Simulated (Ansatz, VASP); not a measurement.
SnO3: VASP beside Ansatz

```
Sn O
1.0
    -1.55742    1.55742    4.18012
     1.55742   -1.55742    4.18012
     1.55742    1.55742   -4.18012
Sn O
1 3
Direct
  0.00000 0.00000 0.00000
  0.75000 0.25000 0.50000
  0.25000 0.75000 0.50000
  0.50000 0.50000 0.00000
```

Change from the starting cell: species swapped into the Sc3Pb type (I4/mmm, No. 139).

Alike in both runs: functional PBE; k mesh 20 × 20 × 20; occupations gaussian, width 0.1 eV; no spin polarisation.

Ansatz relaxed the structure, and its values are those at the end. VASP's run is a single point on that final structure, the one shown.

|  | VASP | Ansatz |
| --- | --- | --- |
| version | VASP 6.6.1 | Ansatz 0.2.0 |
| potentials or method | VASP PAW PBE potentials, release 64 (Sn_d, O), cutoff 520 eV | scalar-relativistic, plane waves, PAW |
| valence electrons in the cell | 32 | 32 |

VASP gave:

- gap on the k mesh at the Fermi level (eV): none
- pressure (GPa): 0.2

Which values does Ansatz return?

gap on the k mesh at the Fermi level (eV): none; pressure (GPa): 0.0.

A gap of «none» marks a metal or a gap that the smearing closes.
